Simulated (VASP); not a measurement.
Set up this calculation in VASP 6.6.1, as the native input.

* Task: single point
* Functional: PBE
* Potentials or basis: VASP PAW PBE potentials, release 64 (Ag, B)
* Cutoff: 520 eV
* k mesh: 9 × 9 × 7
* Occupations: methfessel-paxton, width 0.05 eV
* Spin: non-collinear spin, zero start, spin-orbit coupling
* Starting moments: [[0.0, 0.0, 0.0], [0.0, 0.0, 0.0], [0.0, 0.0, 0.0]] μB
* Dipole correction: no
* Further INCAR settings: ALGO = Normal; EDIFF = 1e-06; NBANDS = 30

The structure of AgB2 lies in POSCAR:

```
AgB2
1.0
    3.0000000000      0.0000000000      0.0000000000
   -1.5000000000      2.5980762114      0.0000000000
    0.0000000000      0.0000000000      3.2400000000
Ag B
1 2
Direct
    0.0000000000      0.0000000000      0.0000000000
    0.6666666667      0.3333333333      0.5000000000
    0.3333333333      0.6666666667      0.5000000000
```

These files were run (other wordings do the same):

INCAR

```
ALGO = Normal
EDIFF = 1E-6
ENCUT = 520
GGA = PE
GGA_COMPAT = F
ISIF = 2
ISMEAR = 1
LASPH = T
LCHARG = F
LMAXMIX = 4
LORBIT = 11
LORBMOM = T
LREAL = F
LSORBIT = T
LWAVE = F
MAGMOM = 0 0 0 0 0 0 0 0 0
NBANDS = 30
NELM = 150
PREC = Accurate
SIGMA = 0.05
```

KPOINTS

```
k-points
0
Gamma
  9 9 7
```

Potentials or basis: VASP PAW PBE potentials, release 64 (Ag, B).

Run with:

```console
$ cat potpaw_PBE.64/Ag/POTCAR potpaw_PBE.64/B/POTCAR > POTCAR
$ mpirun -np 1 vasp_ncl > vasp.out
```

Results of the run:

| Quantity | Value |
| --- | --- |
| Pressure | 53.9 GPa |
| Net moment | 0.00 μB per cell |
| Valence electrons inside the program's atomic spheres | Ag 10.22; B 2.02 |

Caveat: the cell stands under pressure.

It took 36 s on 1 thread of AMD EPYC 9R45 96-Core Processor (Zen 5), on a shared host, peak memory 0.2 GiB.
